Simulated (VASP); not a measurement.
Here is a VASP 6.6.1 calculation.

File INCAR:

```
PREC     = Accurate       # precision mode
ENCUT    = 520            # plane-wave cutoff, eV
EDIFF    = 1E-6           # SCF threshold, eV
ISMEAR   = 0              # smearing method
SIGMA    = 0.05           # smearing width, eV
LREAL    = False          # projectors in reciprocal space
LASPH    = True           # aspherical terms in the spheres
NELM     = 100            # most SCF steps
ALGO     = Normal         # electronic algorithm
ISIF     = 2              # what is computed and relaxed
LWAVE    = False          # write WAVECAR
LCHARG   = False          # write CHGCAR
GGA      = PE             # functional
NBANDS   = 16             # bands
```

File KPOINTS:

```
Automatic mesh
0
Gamma
  10 10 10
```

Contents of POSCAR:

```
ScSi2
1.0
    3.9836871776      0.0000000000      0.0000000000
   -1.9918435888      3.4499742965      0.0000000000
    0.0000000000      0.0000000000      3.5174939172
Sc Si
1 2
Direct
    0.0000000000      0.0000000000      0.0000000000
    0.3333333333      0.6666666667      0.5000000000
    0.6666666667      0.3333333333      0.5000000000
```

Potentials or basis: VASP PAW PBE potentials, release 64 (Sc_sv, Si).

Command:

```bash
$ cat potpaw_PBE.64/Sc_sv/POTCAR potpaw_PBE.64/Si/POTCAR > POTCAR
$ mpirun -np 1 vasp_std > vasp.out
```

**Question.** Estimate the band gap on the k mesh.

**Answer.** Zero (an odd number of electrons rules out a gap without spin polarisation).

**Question.** What does it give for the pressure?

**Answer.** 5.6 GPa.

Stress tensor (GPa, compression positive):
```
5.57 0.00 0.00
0.00 5.57 0.00
0.00 0.00 5.74
```

Caveat: the cell stands under pressure.
